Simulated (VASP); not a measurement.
# Nb (Im-3m) in VASP: notebook

Nb is run at these levels: PBEsol; tasks: relaxation of cell and atoms.

All numbers are computed with VASP 6.6.1; they aren't measurements. Logs are shortened: lines on timing, memory, paths and dates and some standing lists are left out, and cuts for length are marked.

### 1 The cell of the first run

The structure is cubic, space group Im-3m (No. 229). The conventional cell has a = 3.304 Å, b = 3.304 Å, c = 3.304 Å, α = 90.00°, β = 90.00°, γ = 90.00°. Within 3.8 Å of Nb (site symmetry m-3m) lie 14 Nb at 2.86 to 3.30 Å.

### 2 Relaxation of cell and atoms, PBEsol, target pressure -3 GPa, at which the enthalpy is minimised

INCAR reads:

```
SYSTEM = Nb
PREC = Accurate
ENCUT = 600
EDIFF = 1E-7
ISMEAR = 0
SIGMA = 0.1
LREAL = .False.
LASPH = .True.
NELM = 100
ALGO = Normal
ISIF = 3
LWAVE = .False.
LCHARG = .False.
GGA = PS
IBRION = 2
NSW = 70
EDIFFG = -0.008
PSTRESS = -30.0
```

KPOINTS reads:

```
regular mesh
0
Gamma
  18 18 18
  0 0 0
```

POSCAR reads:

```
Nb
1.0
   -1.6518022044      1.6518022044      1.6518022044
    1.6518022044     -1.6518022044      1.6518022044
    1.6518022044      1.6518022044     -1.6518022044
Nb
1
Direct
    0.0000000000      0.0000000000      0.0000000000
```

Potentials or basis: VASP PAW PBE potentials, release 64 (Nb_sv).

On the command line:

```sh
$ cat potpaw_PBE.64/Nb_sv/POTCAR > POTCAR
$ mpirun -np 1 vasp_std > vasp.out
```

OUTCAR:

```text
SYSTEM = Nb
   PREC = Accurate
   ENCUT = 600
   EDIFF = 1E-7
   ISMEAR = 0
   LREAL = .False.
   LASPH = .True.
   NELM = 100
   ISIF = 3
   GGA = PS
   IBRION = 2
   NSW = 70
   EDIFFG = -0.008
   PSTRESS = -30.0

 ion  position               nearest neighbor table
   1  0.000  0.000  0.000-

  LATTYP: Found a body centered cubic cell.
 ALAT       =     3.3036044088

  Lattice vectors:

 A1 = (  -1.6518022044,   1.6518022044,   1.6518022044)
 A2 = (   1.6518022044,  -1.6518022044,   1.6518022044)
 A3 = (   1.6518022044,   1.6518022044,  -1.6518022044)

Analysis of symmetry for initial positions (statically):
=====================================================================
 Subroutine PRICEL returns:
 Original cell was already a primitive cell.

 Routine SETGRP: Setting up the symmetry group for a
 body centered cubic supercell.

 Subroutine GETGRP returns: Found 48 space group operations
 (whereof 48 operations were pure point group operations)
 out of a pool of 48 trial point group operations.

The static configuration has the point symmetry O_h .

Analysis of symmetry for dynamics (positions and initial velocities):
=====================================================================
 Subroutine PRICEL returns:
 Original cell was already a primitive cell.

 Routine SETGRP: Setting up the symmetry group for a
 body centered cubic supercell.

 Subroutine GETGRP returns: Found 48 space group operations
 (whereof 48 operations were pure point group operations)
 out of a pool of 48 trial point group operations.

The dynamic configuration has the point symmetry O_h .

 Subroutine INISYM returns: Found 48 space group operations
 (whereof 48 operations are pure point group operations),
 and found     1 'primitive' translations

----------------------------------------------------------------------------------------

                                     Primitive cell

  volume of cell :      18.0274

  direct lattice vectors                    reciprocal lattice vectors
    -1.651802204  1.651802204  1.651802204     0.000000000  0.302699681  0.302699681
     1.651802204 -1.651802204  1.651802204     0.302699681  0.000000000  0.302699681
     1.651802204  1.651802204 -1.651802204     0.302699681  0.302699681  0.000000000

  length of vectors
     2.861005342  2.861005342  2.861005342     0.428081994  0.428081994  0.428081994

  position of ions in fractional coordinates (direct lattice)
     0.000000000  0.000000000  0.000000000

  ion indices of the primitive-cell ions
   primitive index   ion index
                 1           1

----------------------------------------------------------------------------------------

 KPOINTS: regular mesh

Automatic generation of k-mesh.
 Grid dimensions read from file:
 generate k-points for:   18   18   18

 Generating k-lattice:

  Cartesian coordinates                     Fractional coordinates (reciprocal lattice)
     0.000000000  0.016816649  0.016816649     0.055555556  0.000000000  0.000000000
     0.016816649  0.000000000  0.016816649     0.000000000  0.055555556  0.000000000
     0.016816649  0.016816649  0.000000000     0.000000000  0.000000000  0.055555556

  Length of vectors
     0.023782333  0.023782333  0.023782333

  Shift w.r.t. Gamma in fractional coordinates (k-lattice)
     0.000000000  0.000000000  0.000000000

 Subroutine IBZKPT returns following result:
 ===========================================

 Found    195 irreducible k-points:

 Following reciprocal coordinates:
            Coordinates               Weight
  0.000000  0.000000  0.000000      1.000000
  0.055556  0.000000  0.000000     12.000000
  0.111111  0.000000  0.000000     12.000000
  0.166667  0.000000  0.000000     12.000000
  0.222222  0.000000  0.000000     12.000000
  0.277778  0.000000  0.000000     12.000000
[... 16 lines left out ...]
  0.333333  0.111111 -0.000000     48.000000
  0.388889  0.111111  0.000000     48.000000
 [... further k-points ...]
   k-points           NKPTS =    195   k-points in BZ     NKDIM =    195   number of bands    NBANDS=     10
   number of dos      NEDOS =    301   number of ions     NIONS =      1
   total plane-waves  NPLWV =  13824
   dimension x,y,z NGX =    24 NGY =   24 NGZ =   24
   dimension x,y,z NGXF=    48 NGYF=   48 NGZF=   48
   ions per type =               1
   NGX,Y,Z   is equivalent  to a cutoff of  13.95, 13.95, 13.95 a.u.
   NGXF,Y,Z  is equivalent  to a cutoff of  27.89, 27.89, 27.89 a.u.
 SYSTEM =  Nb
   PREC   = accura    normal or accurate (medium, high low for compatibility)
   ISTART =      0    job   : 0-new  1-cont  2-samecut
   ICHARG =      2    charge: 1-file 2-atom 10-const
   ISPIN  =      1    spin polarized calculation?
   LNONCOLLINEAR =      F non collinear calculations
   LSORBIT =      F    spin-orbit coupling
   LASPH  =      T    aspherical Exc in radial PAW
   ENCUT  =  600.0 eV  44.10 Ry    6.64 a.u.   5.71  5.71  5.71*2*pi/ulx,y,z
   NELM   =    100;   NELMIN=  2; NELMDL= -5     # of ELM steps
   EDIFF  = 0.1E-06   stopping-criterion for ELM
   LREAL  =      F    real-space projection
   EDIFFG = -.8E-02   stopping-criterion for IOM
   NSW    =     70    number of steps for IOM
   IBRION =      2    ionic relax: 0-MD 1-quasi-New 2-CG
   NFREE  =      1    steps in history (QN), initial steepest desc. (CG)
   ISIF   =      3    stress and relaxation
   ISYM   =      2    0-nonsym 1-usesym 2-fastsym
   POTIM  = 0.5000    time-step for ionic-motion
   TEBEG  =    0.0;   TEEND  =   0.0 temperature during run
   PSTRESS=  -30.0 pullay stress
   NELECT =      13.0000    total number of electrons
   NUPDOWN=      -1.0000    fix difference up-down
   EMIN   =  10.00;   EMAX   =-10.00  energy-range for DOS
   EFERMI =   0.00;   METHOD = LEGACY
   ISMEAR =     0;   SIGMA  =   0.10  broadening in eV -4-tet -1-fermi 0-gaus
   EFERMI_NEDOS =   21; number of points for ismear=-14 and -15
   IALGO  =     38    algorithm
   IMIX   =      4    mixing-type and parameters
     AMIX     =   0.40;   BMIX     =  1.00
     AMIX_MAG =   1.60;   BMIX_MAG =  1.00
  volume/ion in A,a.u.               =      18.03       121.66
  Fermi-wavevector in a.u.,A,eV,Ry     =   1.468063  2.774236 29.323383  2.155208
  Thomas-Fermi vector in A             =   2.583605
   LORBIT       =      0    0 simple, 1 ext, 2 COOP (PROOUT), +10 PAW based schemes
   GGA     = PS    functional components
   LHFCALC =     F    Hartree Fock is set to
   AEXX    =    0.0000 exact exchange contribution
   IVDW    =     0    specifies the selected vdW correction
   LEPSILON=     F    determine dielectric tensor
   LRPA    =     F    only Hartree local field effects (RPA)
 conjugate gradient relaxation of ions
 non-spin polarized calculation
 Gauss-broadening in eV      SIGMA  =   0.10
  energy-cutoff  :      600.00
  volume of cell :       18.03
 maximum number of plane-waves:       619
   NGX = 11   NGY = 11   NGZ = 11

--------------------------------------- Ionic step        1  -------------------------------------------

 number of electron      13.0000000 magnetization

 Free energy of the ion-electron system (eV)
  ---------------------------------------------------
  ext. energy  EPLUGINS =         0.00000000
  ---------------------------------------------------
  free energy    TOTEN  =       -10.94740166 eV

  energy without entropy =      -10.93912042  energy(sigma->0) =      -10.94326104

------------------------ aborting loop because EDIFF is reached ----------------------------------------

  FORCE on cell =-STRESS in cart. coord.  units (eV):
  Direction    XX          YY          ZZ          XY          YZ          ZX
  --------------------------------------------------------------------------------------
  -------------------------------------------------------------------------------------
  Total       -0.5751687     -0.5751687     -0.5751687      0.0000000      0.0000000     -0.0000000
  in kB      -51.1177495    -51.1177495    -51.1177495      0.0000000      0.0000000     -0.0000000
  external PRESSURE =     -21.1177495 kB  Pullay stress =     -30.0000000 kB
[... 59 lines left out ...]
  enthalpy is  TOTEN    =       -11.2818889061 eV   P V=       -0.3260794530

--------------------------------------- Ionic step        3  -------------------------------------------

 number of electron      13.0000001 magnetization

 Free energy of the ion-electron system (eV)
  ---------------------------------------------------
  ext. energy  EPLUGINS =         0.00000000
  ---------------------------------------------------
  free energy    TOTEN  =       -10.95314353 eV

  energy without entropy =      -10.94503847  energy(sigma->0) =      -10.94909100

 E-fermi :  11.1880     XC(G=0): -12.6909

 val. band max:       11.1861255642   @ k =   0.0556   0.0556   0.0556
 cond. band min:      11.1912839406   @ k =  -0.2222   0.3333   0.1111
 fundamental gap:      0.0051583763
 Fermi energy:        11.1880368195

 k-point     1 :       0.0000    0.0000    0.0000
  band No.  band energies     occupation
      1     -43.0497      2.00000
      2     -18.3391      2.00000
      3     -18.3391      2.00000
      4     -18.3391      2.00000
      5       5.2124      2.00000
      6      11.5690      0.00000
      7      11.5690      0.00000
      8      11.5690      0.00000
      9      14.5185      0.00000
     10      14.5185      0.00000
[... 287 lines left out ...]
 k-point    24 :       0.3889    0.1111    0.0000
  band No.  band energies     occupation
      1     -42.7899      2.00000
      2     -19.6706      2.00000
      3     -18.8268      2.00000
      4     -18.4142      2.00000
      5       7.8133      2.00000
      6       9.6451      2.00000
      7      12.3506      0.00000
      8      14.4110      0.00000
      9      15.5165      0.00000
     10      18.0698      0.00000

 [... further k-points ...]

------------------------ aborting loop because EDIFF is reached ----------------------------------------

  FORCE on cell =-STRESS in cart. coord.  units (eV):
  Direction    XX          YY          ZZ          XY          YZ          ZX
  --------------------------------------------------------------------------------------
  -------------------------------------------------------------------------------------
  Total       -0.3352361     -0.3352361     -0.3352361     -0.0000000      0.0000000     -0.0000000
  in kB      -30.1723710    -30.1723710    -30.1723710     -0.0000000      0.0000000     -0.0000000
  external PRESSURE =      -0.1723710 kB  Pullay stress =     -30.0000000 kB
[... 16 lines left out ...]
  FREE ENERGIE OF THE ION-ELECTRON SYSTEM (eV)
  ---------------------------------------------------
  free  energy   TOTEN  =       -10.9531435347 eV

  energy  without entropy=      -10.9450384749  energy(sigma->0) =      -10.94909100

  enthalpy is  TOTEN    =       -11.2864645030 eV   P V=       -0.3333209683

 reached required accuracy - stopping structural energy minimisation
```

It took 40 s on 1 thread of Intel Xeon 6975P-C (Granite Rapids), shared host; peak memory 0.18 GiB.

Results:

```yaml
Free_energy: -10.9531 eV
Relaxed_volume: 17.80 Å³/atom
Relaxed_cell: a = 2.849 Å, b = 2.849 Å, c = 2.849 Å, α = 109.47°, β = 109.47°, γ = 109.47°
Space_group_after_relaxing_to_0.1_Å: Im-3m (No. 229)
Energy_change_on_relaxing_the_run_minimises_the_enthalpy: -5.7 meV/atom
Ionic_steps: 3
Pressure_after_relaxing: -3.0 GPa
Band_gap_on_the_k_mesh: zero (an odd number of electrons rules out a gap without spin polarisation)
```

Step by step:
| step | energy change (eV) | largest force (eV/Å) | pressure (GPa) | volume (Å³) |
| --- | --- | --- | --- | --- |
| 1 | 0.0000 | 0.0000 | -5.11 | 18.03 |
| 2 | -0.0084 | 0.0000 | 0.88 | 17.41 |
| 3 | -0.0057 | 0.0000 | -3.02 | 17.80 |

Final structure:
```xyz
1
Lattice="-1.6449 1.6449 1.6449 1.6449 -1.6449 1.6449 1.6449 1.6449 -1.6449" Properties=species:S:1:pos:R:3 pbc="T T T"
Nb    0.0000    0.0000    0.0000
```

Caveat: the cell is relaxed towards a set pressure, so the run minimises the enthalpy, not the energy; the PAW data sets were made with another functional, which shifts forces and pressure a little.

### 3 Relaxation of cell and atoms, PBEsol, target pressure 60 GPa, at which the enthalpy is minimised

This run uses another cell than the first one, of 14.16 Å³/atom.

INCAR reads:

```
SYSTEM = Nb
  ALGO = Fast
  EDIFF = 1E-6
  EDIFFG = -0.008
  ENCUT = 600
  GGA = PS
  IBRION = 2
  ISIF = 3
  ISMEAR = 0
  LASPH = .TRUE.
  LCHARG = .FALSE.
  LREAL = .FALSE.
  LWAVE = .FALSE.
  NELM = 100
  NSW = 70
  PREC = Accurate
  PSTRESS = 600.0
  SIGMA = 0.1
```

KPOINTS reads:

```
k-points
0
G
  20 20 20
  0 0 0
```

POSCAR reads:

```
Nb
1.0
   -1.5242245088      1.5242245088      1.5242245088
    1.5242245088     -1.5242245088      1.5242245088
    1.5242245088      1.5242245088     -1.5242245088
Nb
1
Direct
    0.0000000000      0.0000000000      0.0000000000
```

Potentials or basis: VASP PAW PBE potentials, release 64 (Nb_sv).

On the command line:

```sh
$ cat potpaw_PBE.64/Nb_sv/POTCAR > POTCAR
$ mpirun -np 1 vasp_std > vasp.out
```

Wall time 1.7 min (1 thread of Intel Xeon 6975P-C (Granite Rapids), shared host); peak memory 0.19 GiB.

Results (log left out):

| Quantity | Value |
| --- | --- |
| Free energy | -10.4061 eV |
| Relaxed volume | 14.03 Å³/atom |
| Relaxed cell | a = 2.632 Å, b = 2.632 Å, c = 2.632 Å, α = 109.47°, β = 109.47°, γ = 109.47° |
| Space group after relaxing (to 0.1 Å) | Im-3m (No. 229) |
| Energy change on relaxing (the run minimises the enthalpy) | +48.5 meV/atom |
| Ionic steps | 3 |
| Pressure after relaxing | 60.0 GPa |
| Band gap on the k mesh | zero (an odd number of electrons rules out a gap without spin polarisation) |

The path:
```csv
step,energy change (eV),largest force (eV/Å),pressure (GPa),volume (Å³)
1,0.0000,0.0000,56.48,14.16
2,0.2545,0.0000,73.35,13.54
3,0.0485,0.0000,59.97,14.03
```

Final structure:
```yaml
crystal:
  lattice:
    - [-1.51942, 1.51942, 1.51942]
    - [1.51942, -1.51942, 1.51942]
    - [1.51942, 1.51942, -1.51942]
  atoms:
    - { symbol: Nb, position: [0.00000, 0.00000, 0.00000] }
```

Levels at points of the mesh, in eV from the Fermi level:
```tsv
k point	band 4	band 5	band 6	band 7	band 8	band 9
(0.00, 0.00, 0.00)	-28.72	-6.23	0.15	0.15	0.15	3.97
(0.50, 0.00, 0.00)	-28.77	-4.97	-2.64	3.91	4.25	5.15
(0.50, 0.50, 0.50)	-30.61	-5.51	-5.51	7.49	7.49	7.49
```

Caveat: the cell is relaxed towards a set pressure, so the run minimises the enthalpy, not the energy; the PAW data sets were made with another functional, which shifts forces and pressure a little.
